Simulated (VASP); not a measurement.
Hf2Pd2Se2Br2O3: single point with B3LYP

Hf2Pd2Se2Br2O3:

```
Hf Pd Se Br O
1.0
     5.76069    0.00496   -0.00286
    -0.52750    5.84664    0.03413
    -1.48435   -0.92642    6.64586
Hf Pd Se Br O
2 2 2 2 3
Cartesian
  3.5658 1.9949 2.3367
  0.5362 2.1009 3.9624
  3.9042 -0.0043 5.6409
  0.4456 4.9498 2.4142
  2.0523 1.4944 6.2402
  2.4066 4.0824 3.5487
  4.1617 5.6554 1.0519
  -0.4152 4.0015 5.7576
  4.5038 1.1491 3.9299
  1.7546 1.0574 2.7229
  -0.4225 3.0696 2.4575
```

```yaml
Program: VASP 6.6.1
Task: single point
Functional: B3LYP
Potentials_or_basis: VASP PAW PBE potentials, release 64 (Hf_pv, Pd, Se, Br, O)
Cutoff: 520 eV
k_mesh: 2 × 2 × 2
Occupations: fermi-dirac, width 0.05 eV
Spin: no spin polarisation
```

- Pressure: 0.7 GPa
- Largest force: 0.382 eV/Å
- Band gap on the k mesh: 1.65 eV (least direct gap 1.66 eV)

Forces in eV/Å, atoms in the order of the input:
```
Hf   0.059 -0.068  0.128
Hf  -0.140 -0.008 -0.268
Pd  -0.038  0.162  0.084
Pd   0.075 -0.015 -0.070
Se  -0.001 -0.030  0.008
Se  -0.115 -0.316 -0.180
Br  -0.087  0.077  0.073
Br   0.035 -0.053 -0.065
O    0.184  0.274 -0.138
O   -0.015  0.194  0.165
O    0.044 -0.217  0.263
```

Stress tensor (GPa, compression positive):
```
 0.27 -0.37 -0.03
-0.37  1.12 -0.11
-0.03 -0.11  0.74
```

Levels at points of the mesh, in eV from the valence-band top:
```
           k point  band 39  band 40  band 41  band 42  band 43  band 44  band 45  band 46
(0.00, 0.00, 0.00)    -0.92    -0.66    -0.31    -0.11     1.99     2.10     4.21     4.72
(0.50, 0.00, 0.00)    -1.37    -1.11    -0.44     0.00     2.44     2.79     4.16     4.39
(0.00, 0.50, 0.00)    -1.25    -0.88    -0.46    -0.22     2.32     2.82     4.07     4.57
(0.50, 0.50, 0.00)    -1.18    -0.80    -0.51    -0.01     1.65     2.52     4.03     4.25
(0.00, 0.00, 0.50)    -1.04    -0.68    -0.54    -0.17     1.71     2.44     4.36     4.43
(0.50, 0.00, 0.50)    -1.08    -0.68    -0.32    -0.16     2.27     2.81     3.99     4.31
(0.00, 0.50, 0.50)    -1.08    -0.69    -0.36    -0.14     2.45     2.68     3.86     4.39
(0.50, 0.50, 0.50)    -0.92    -0.72    -0.47    -0.12     1.96     2.36     4.06     4.44
```

Run time: 15 min on 2 MPI ranks on Intel(R) Xeon(R) Platinum 8259CL CPU @ 2.50GHz (Skylake/Cascade Lake), on a shared host, peak memory 0.47 GiB a rank.

Caveat: the k points lie up to 0.56 Å⁻¹ apart; the PAW data sets were made with another functional, which shifts forces and pressure a little; spin-orbit coupling is left out, which moves the levels of the heavy elements. A k mesh can miss the band edges.
